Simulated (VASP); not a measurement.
# YBe in VASP: a series of runs, part 2 of 2

VASP 6.6.1.

**3. Single point, PBE**

This run uses another cell than the first one, of 19.78 Å³/atom, 0.987 times its volume.

INCAR reads:

```
PREC     = Accurate       # precision mode
ENCUT    = 520            # plane-wave cutoff, eV
EDIFF    = 1E-6           # SCF threshold, eV
ISMEAR   = 0              # smearing method
SIGMA    = 0.1            # smearing width, eV
LREAL    = False          # projectors in reciprocal space
LASPH    = True           # aspherical terms in the spheres
NELM     = 80             # most SCF steps
ALGO     = Normal         # electronic algorithm
ISIF     = 2              # what is computed and relaxed
LWAVE    = False          # write WAVECAR
LCHARG   = False          # write CHGCAR
GGA      = PE             # functional
NBANDS   = 14             # bands
```

KPOINTS reads:

```
Automatic mesh
0
Gamma
  6 6 4
```

POSCAR reads:

```
YBe
1.0
    3.3431392580      0.0000000000      0.0000000000
    0.0000000000      3.3431392580      0.0000000000
    0.0000000000      0.0000000000      3.5402806327
Y Be
1 1
Direct
    0.5000000000      0.5000000000      0.5000000000
    0.0000000000      0.0000000000      0.0000000000
```

Potentials or basis: VASP PAW PBE potentials, release 64 (Y_sv, Be).

Launch:

```sh
cat potpaw_PBE.64/Y_sv/POTCAR potpaw_PBE.64/Be/POTCAR > POTCAR
mpirun -np 1 vasp_std > vasp.out
```

OUTCAR:

```text
PREC = Accurate
   ENCUT = 520
   EDIFF = 1E-6
   ISMEAR = 0
   LREAL = False
   LASPH = True
   NELM = 80
   ISIF = 2
   GGA = PE

 ion  position               nearest neighbor table
   1  0.500  0.500  0.500-   2 2.95   2 2.95   2 2.95   2 2.95   2 2.95   2 2.95   2 2.95   2 2.95

   2  0.000  0.000  0.000-   1 2.95   1 2.95   1 2.95   1 2.95   1 2.95   1 2.95   1 2.95   1 2.95

  LATTYP: Found a simple tetragonal cell.
 ALAT       =     3.3431392580
 C/A-ratio  =     1.0589689389

  Lattice vectors:

 A1 = (   3.3431392580,   0.0000000000,   0.0000000000)
 A2 = (   0.0000000000,   3.3431392580,   0.0000000000)
 A3 = (   0.0000000000,   0.0000000000,   3.5402806327)

Analysis of symmetry for initial positions (statically):
=====================================================================
 Subroutine PRICEL returns:
 Original cell was already a primitive cell.

 Routine SETGRP: Setting up the symmetry group for a
 simple tetragonal supercell.

 Subroutine GETGRP returns: Found 16 space group operations
 (whereof 16 operations were pure point group operations)
 out of a pool of 16 trial point group operations.

The static configuration has the point symmetry D_4h.

Analysis of symmetry for dynamics (positions and initial velocities):
=====================================================================
 Subroutine PRICEL returns:
 Original cell was already a primitive cell.

 Routine SETGRP: Setting up the symmetry group for a
 simple tetragonal supercell.

 Subroutine GETGRP returns: Found 16 space group operations
 (whereof 16 operations were pure point group operations)
 out of a pool of 16 trial point group operations.

The dynamic configuration has the point symmetry D_4h.

 Subroutine INISYM returns: Found 16 space group operations
 (whereof 16 operations are pure point group operations),
 and found     1 'primitive' translations

----------------------------------------------------------------------------------------

                                     Primitive cell

  volume of cell :      39.5682

  direct lattice vectors                    reciprocal lattice vectors
     3.343139258  0.000000000  0.000000000     0.299120055  0.000000000  0.000000000
     0.000000000  3.343139258  0.000000000     0.000000000  0.299120055  0.000000000
     0.000000000  0.000000000  3.540280633     0.000000000  0.000000000  0.282463483

  length of vectors
     3.343139258  3.343139258  3.540280633     0.299120055  0.299120055  0.282463483

  position of ions in fractional coordinates (direct lattice)
     0.500000000  0.500000000  0.500000000
     0.000000000  0.000000000  0.000000000

  ion indices of the primitive-cell ions
   primitive index   ion index
                 1           1
                 2           2

----------------------------------------------------------------------------------------

 KPOINTS: Automatic mesh

Automatic generation of k-mesh.
 Grid dimensions read from file:
 generate k-points for:    6    6    4

 Generating k-lattice:

  Cartesian coordinates                     Fractional coordinates (reciprocal lattice)
     0.049853343  0.000000000  0.000000000     0.166666667  0.000000000  0.000000000
     0.000000000  0.049853343  0.000000000     0.000000000  0.166666667  0.000000000
     0.000000000  0.000000000  0.070615871     0.000000000  0.000000000  0.250000000

  Length of vectors
     0.049853343  0.049853343  0.070615871

  Shift w.r.t. Gamma in fractional coordinates (k-lattice)
     0.000000000  0.000000000  0.000000000

 Subroutine IBZKPT returns following result:
 ===========================================

 Found     30 irreducible k-points:

 Following reciprocal coordinates:
            Coordinates               Weight
  0.000000  0.000000  0.000000      1.000000
  0.166667  0.000000  0.000000      4.000000
  0.333333  0.000000  0.000000      4.000000
  0.500000  0.000000  0.000000      2.000000
  0.166667  0.166667  0.000000      4.000000
  0.333333  0.166667  0.000000      8.000000
[... 16 lines left out ...]
  0.333333  0.000000  0.500000      4.000000
  0.500000  0.000000  0.500000      2.000000
 [... further k-points ...]
   k-points           NKPTS =     30   k-points in BZ     NKDIM =     30   number of bands    NBANDS=     14
   number of dos      NEDOS =    301   number of ions     NIONS =      2
   total plane-waves  NPLWV =  21952
   dimension x,y,z NGX =    28 NGY =   28 NGZ =   28
   dimension x,y,z NGXF=    56 NGYF=   56 NGZF=   56
   ions per type =               1   1
   NGX,Y,Z   is equivalent  to a cutoff of  13.92, 13.92, 13.15 a.u.
   NGXF,Y,Z  is equivalent  to a cutoff of  27.85, 27.85, 26.30 a.u.
 SYSTEM =  unknown system
   PREC   = accura    normal or accurate (medium, high low for compatibility)
   ISTART =      0    job   : 0-new  1-cont  2-samecut
   ICHARG =      2    charge: 1-file 2-atom 10-const
   ISPIN  =      1    spin polarized calculation?
   LNONCOLLINEAR =      F non collinear calculations
   LSORBIT =      F    spin-orbit coupling
   LASPH  =      T    aspherical Exc in radial PAW
   ENCUT  =  520.0 eV  38.22 Ry    6.18 a.u.   6.22  6.22  6.58*2*pi/ulx,y,z
   NELM   =     80;   NELMIN=  2; NELMDL= -5     # of ELM steps
   EDIFF  = 0.1E-05   stopping-criterion for ELM
   LREAL  =      F    real-space projection
   EDIFFG = 0.1E-04   stopping-criterion for IOM
   NSW    =      0    number of steps for IOM
   IBRION =     -1    ionic relax: 0-MD 1-quasi-New 2-CG
   NFREE  =      0    steps in history (QN), initial steepest desc. (CG)
   ISIF   =      2    stress and relaxation
   ISYM   =      2    0-nonsym 1-usesym 2-fastsym
   POTIM  = 0.5000    time-step for ionic-motion
   TEBEG  =    0.0;   TEEND  =   0.0 temperature during run
   PSTRESS=    0.0 pullay stress
   NELECT =      13.0000    total number of electrons
   NUPDOWN=      -1.0000    fix difference up-down
   EMIN   =  10.00;   EMAX   =-10.00  energy-range for DOS
   EFERMI =   0.00;   METHOD = LEGACY
   ISMEAR =     0;   SIGMA  =   0.10  broadening in eV -4-tet -1-fermi 0-gaus
   EFERMI_NEDOS =   21; number of points for ismear=-14 and -15
   IALGO  =     38    algorithm
   IMIX   =      4    mixing-type and parameters
     AMIX     =   0.40;   BMIX     =  1.00
     AMIX_MAG =   1.60;   BMIX_MAG =  1.00
  volume/ion in A,a.u.               =      19.78       133.51
  Fermi-wavevector in a.u.,A,eV,Ry     =   1.129641  2.134712 17.362239  1.276089
  Thomas-Fermi vector in A             =   2.266335
   LORBIT       =      0    0 simple, 1 ext, 2 COOP (PROOUT), +10 PAW based schemes
   GGA     = PE    functional components
   LHFCALC =     F    Hartree Fock is set to
   AEXX    =    0.0000 exact exchange contribution
   IVDW    =     0    specifies the selected vdW correction
   LEPSILON=     F    determine dielectric tensor
   LRPA    =     F    only Hartree local field effects (RPA)
 non-spin polarized calculation
 Gauss-broadening in eV      SIGMA  =   0.10
  energy-cutoff  :      520.00
  volume of cell :       39.57
 maximum number of plane-waves:      1088
 NGX is ok and might be reduce to    28
   NGX = 13   NGY = 13   NGZ = 13

 number of electron      13.0000001 magnetization

 Free energy of the ion-electron system (eV)
  ---------------------------------------------------
  ext. energy  EPLUGINS =         0.00000000
  ---------------------------------------------------
  free energy    TOTEN  =       -10.02635567 eV

  energy without entropy =      -10.01518282  energy(sigma->0) =      -10.02076924

 E-fermi :   3.6567     XC(G=0):  -9.8895

 val. band max:        3.6297745472   @ k =   0.3333   0.0000   0.2500
 cond. band min:       3.6567283593   @ k =   0.5000   0.0000   0.5000
 fundamental gap:      0.0269538121
 Fermi energy:         3.6566563023

 k-point     1 :       0.0000    0.0000    0.0000
  band No.  band energies     occupation
      1     -38.6241      2.00000
      2     -18.4440      2.00000
      3     -18.3824      2.00000
      4     -18.3824      2.00000
      5      -2.5606      2.00000
      6       3.4729      1.99062
      7       3.5009      1.97243
      8       7.1674      0.00000
      9       8.1324      0.00000
     10       8.1324      0.00000
     11       8.5580      0.00000
     12       8.5580      0.00000
     13       8.9439      0.00000
     14      14.5373      0.00000
[... 375 lines left out ...]
 k-point    24 :       0.5000    0.0000    0.5000
  band No.  band energies     occupation
      1     -38.5457      2.00000
      2     -18.9268      2.00000
      3     -18.7314      2.00000
      4     -18.2956      2.00000
      5       0.2760      2.00000
      6       3.3790      1.99991
      7       3.6567      0.99919
      8       3.7887      0.06184
      9       6.8119      0.00000
     10       7.1519      0.00000
     11       9.6011      0.00000
     12      10.0491      0.00000
     13      11.5939      0.00000
     14      12.2699      0.00000

 [... further k-points ...]
[... 5 lines left out ...]
  --------------------------------------------------------------------------------------
  -------------------------------------------------------------------------------------
  Total       -0.0032965     -0.0032965      0.0289593      0.0000000      0.0000000      0.0000000
  in kB       -0.1334801     -0.1334801      1.1726076      0.0000000      0.0000000      0.0000000
  external PRESSURE =       0.3018825 kB  Pullay stress =       0.0000000 kB

 VOLUME and BASIS-vectors are now :
 -----------------------------------------------------------------------------
  energy-cutoff  :      520.00
  volume of cell :       39.57
      direct lattice vectors                 reciprocal lattice vectors
     3.343139258  0.000000000  0.000000000     0.299120055  0.000000000  0.000000000
     0.000000000  3.343139258  0.000000000     0.000000000  0.299120055  0.000000000
     0.000000000  0.000000000  3.540280633     0.000000000  0.000000000  0.282463483

 POSITION                                       TOTAL-FORCE (eV/Angst)
 -----------------------------------------------------------------------------------
      1.67157      1.67157      1.77014         0.000000      0.000000      0.000000
      0.00000      0.00000      0.00000         0.000000      0.000000      0.000000
 -----------------------------------------------------------------------------------
    total drift:                                0.000000      0.000000      0.000000

  FREE ENERGIE OF THE ION-ELECTRON SYSTEM (eV)
  ---------------------------------------------------
  free  energy   TOTEN  =       -10.0263556683 eV

  energy  without entropy=      -10.0151828175  energy(sigma->0) =      -10.02076924
```

It took 14 s on 1 thread of Intel Xeon 6975P-C, shared host; peak memory 0.18 GiB.

What came out:

| Property | Result |
| --- | --- |
| Free energy | -10.0264 eV |
| Pressure | 0.0 GPa |

Caveat: the k points lie up to 0.44 Å⁻¹ apart.

**4. Single point, PBE**

INCAR reads:

```
SYSTEM = YBe
PREC = Accurate
ENCUT = 520
EDIFF = 1E-6
ISMEAR = 0
SIGMA = 0.1
LREAL = .False.
LASPH = .True.
NELM = 60
ALGO = Fast
ISIF = 2
LWAVE = .False.
LCHARG = .False.
GGA = PE
NBANDS = 14
```

KPOINTS reads:

```
Automatic mesh
0
Gamma
  6 6 6
  0 0 0
```

POSCAR reads:

```
YBe
1.0
    3.4212509259      0.0000000000      0.0000000000
    0.0000000000      3.4212509259      0.0000000000
    0.0000000000      0.0000000000      3.4233804057
Y Be
1 1
Direct
    0.5000000000      0.5000000000      0.5000000000
    0.0000000000      0.0000000000      0.0000000000
```

Launch:

```sh
cat potpaw_PBE.64/Y_sv/POTCAR potpaw_PBE.64/Be/POTCAR > POTCAR
mpirun -np 1 vasp_std > vasp.out
```

Run time: 22 s. Hardware: 1 thread of Intel Xeon 6975P-C, shared host; peak memory 0.18 GiB.

It converged, with:

- Free energy: -10.0233 eV
- Pressure: -0.1 GPa

Levels at points of the mesh, in eV from the Fermi level:
```tsv
k point	band 4	band 5	band 6	band 7	band 8	band 9	band 10	band 11
(0.00, 0.00, 0.00)	-22.10	-6.20	-0.15	-0.15	4.07	4.08	4.08	4.96
(0.50, 0.00, 0.00)	-22.05	-3.31	-2.89	0.72	1.47	1.47	5.29	6.38
(0.50, 0.50, 0.00)	-22.01	-3.31	-0.12	-0.12	0.23	3.09	3.09	5.61
(0.00, 0.00, 0.50)	-22.05	-3.31	-2.90	0.71	1.47	1.47	5.29	6.37
(0.50, 0.00, 0.50)	-22.00	-3.31	-0.12	-0.12	0.23	3.09	3.09	5.61
(0.50, 0.50, 0.50)	-22.44	-2.07	-2.07	-2.07	1.21	5.99	6.00	6.00
```

**5. Summary**

```tsv
cell	k mesh	gap on the mesh (eV)	pressure (GPa)
a = 3.423 Å, 2 atoms	6 × 6 × 6	none	-0.1
a = 3.343, b = 3.343, c = 3.540 Å, 2 atoms	6 × 6 × 4	none	0.0
a = 3.421, b = 3.421, c = 3.423 Å, 2 atoms	6 × 6 × 6	none	-0.1
```

Alike in all rows: task single point; level PBE; potentials or basis VASP PAW PBE potentials, release 64 (Y_sv, Be); no spin polarisation; cutoff (eV) 520; smearing gaussian 0.1 eV.

Caveats: some runs use coarse meshes.

Absolute energies hang on the potentials; compare differences alone.
